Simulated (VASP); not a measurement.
## Al: single point with PBEsol

Crystal: Al.

```
CELL_PARAMETERS angstrom
2.92950 0.00000 0.00000
-1.46475 2.53702 0.00000
0.00000 0.00000 4.34140
ATOMIC_POSITIONS crystal
Al 0.66667 0.33333 0.75000
Al 0.33333 0.66667 0.25000
```

This isn't the form of Al at room conditions, which is fcc.

```yaml
Program: VASP 6.6.1
Task: single point
Functional: PBEsol
Potentials_or_basis: VASP PAW PBE potentials, release 64 (Al)
Cutoff: 520 eV
k_mesh: 18 × 18 × 10
Occupations: gaussian, width 0.15 eV
Spin: no spin polarisation
```

The pressure is 2.0 GPa and the band gap on the k mesh is zero (bands 3 and 4 overlap by 9.02 eV).

Stress tensor (GPa, compression positive):
```
-0.66  0.00  0.00
 0.00 -0.66  0.00
 0.00  0.00  7.22
```

Levels at points of the mesh, in eV from the Fermi level:
```
           k point  band 1  band 2  band 3  band 4  band 5  band 6  band 7
(0.00, 0.00, 0.00)  -11.29   -4.07   -3.17    9.16    9.16    9.86    9.86
(0.50, 0.00, 0.00)   -5.83   -5.49    0.75    1.72    2.14    2.48    4.54
(0.00, 0.00, 0.50)   -9.34   -9.34    5.42    5.42   10.69   10.69   10.69
(0.50, 0.00, 0.50)   -4.13   -4.13   -3.39   -3.39    6.22    6.22    7.50
```

Run time: 56 s on 1 thread of Intel Xeon 8259CL, on a shared host, peak memory 0.18 GiB.

Caveat: the PAW data sets were made with another functional, which shifts forces and pressure a little.
